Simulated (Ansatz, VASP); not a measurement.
# One calculation of PtS2, two programs

```
CELL_PARAMETERS angstrom
3.32620 0.00000 0.00000
-1.66310 2.88057 0.00000
0.00000 0.00000 6.82150
ATOMIC_POSITIONS crystal
Pt 0.00000 0.00000 0.00000
S 0.33333 0.66667 0.20207
S 0.66667 0.33333 0.79793
```

Alike in both runs: functional PBE; k mesh 9 × 9 × 4; occupations gaussian, width 0.05 eV; no spin polarisation.

Ansatz relaxed the structure, and its values are those at the end. VASP's run is a single point on that final structure, the one shown.

|  | VASP | Ansatz |
| --- | --- | --- |
| version | VASP 6.6.1 | Ansatz 0.2.0 |
| potentials or method | VASP PAW PBE potentials, release 64 (Pt, S), cutoff 520 eV | scalar-relativistic, plane waves, PAW |
| valence electrons in the cell | 22 | 30 |

Ansatz gave:

```
gap on the k mesh at the Fermi level (eV) : 1.30
least direct gap on the mesh (eV)         : 1.58
pressure (GPa)                            : 8.8
rms of the force components (eV/Å)        : 0.001
```

What did VASP give for the same quantities?

gap on the k mesh at the Fermi level (eV): 1.29; least direct gap on the mesh (eV): 1.58; pressure (GPa): 8.4; rms of the force components (eV/Å): 0.023.

The functional is the same, so the differences come from potentials, cutoffs and numerics. VASP's potentials hold 22 valence electrons a cell and Ansatz's 30, so a difference there can come from the potentials and not from the codes. Ansatz's warnings: stress scf threshold loose.

Spin-orbit coupling is off throughout.
